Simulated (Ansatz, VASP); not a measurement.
**SiO2 in VASP and in Ansatz**

```
Si O
1.0
    -1.79800    1.79800    4.34354
     1.79800   -1.79800    4.34354
     1.79800    1.79800   -4.34354
Si O
2 4
Direct
  0.75000 0.25000 0.50000
  0.00000 0.00000 0.00000
  0.54217 0.04217 0.50000
  0.79217 0.79217 0.00000
  0.20783 0.20783 0.00000
  0.95783 0.45783 0.50000
```

Alike in both runs: task single point; functional PBE; k mesh 8 × 8 × 8; no spin polarisation.

|  | VASP | Ansatz |
| --- | --- | --- |
| version | VASP 6.6.1 | Ansatz 0.2.0 |
| potentials or method | VASP PAW PBE potentials, release 64 (Si, O) | plane waves, PAW |
| plane-wave cutoff (eV) | 520 | 420 |
| occupations | gaussian, width 0.01 eV | fixed |
| valence electrons in the cell | 32 | 32 |

|  | VASP | Ansatz | Ansatz less VASP |
| --- | --- | --- | --- |
| gap on the k mesh at the Fermi level (eV) | 4.84 | 4.86 | +0.019 |
| pressure (GPa) | -13.7 | -13.8 | -0.11 |
| traceless stress, the component that is largest in VASP (GPa) | -1.78 | -2.13 | -0.351 |
| rms of the force components (eV/Å) | 0.235 | 0.238 | +0.0029 |

Atom by atom the forces differ by 0.003 eV/Å (rms over components).
